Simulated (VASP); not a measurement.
RbBr:

```
CELL_PARAMETERS angstrom
4.12425 0.00000 0.00000
0.00000 4.12425 0.00000
0.00000 0.00000 4.05662
ATOMIC_POSITIONS crystal
Rb 0.00000 0.00000 0.00000
Br 0.50000 0.50000 0.50000
```

This cell differs from its parent crystal: uniaxial z strain -1.6%.

Base run:

```yaml
Program: VASP 6.6.1
Functional: r2SCAN
Potentials_or_basis: VASP PAW PBE potentials, release 64 (Rb_sv, Br)
Cutoff: 520 eV
k_mesh: 6 × 6 × 6
Occupations: gaussian, width 0.01 eV
Spin: no spin polarisation
```

Its results: band gap on the k mesh 4.85 eV, indirect (least direct gap 4.99 eV); pressure 0.4 GPa.

Q: The run is repeated on the same cell with these changes: functional from r2SCAN to PBE; k mesh from 6 × 6 × 6 to 4 × 4 × 4. What comes out?

A: Band gap on the k mesh 4.09 eV, indirect (least direct gap 4.23 eV); pressure 1.2 GPa.

Several settings changed at once, so the effect can't be laid on one alone.

Caveats: the PAW data sets were made with another functional, which shifts forces and pressure a little (some runs).

A k mesh can miss the band edges.
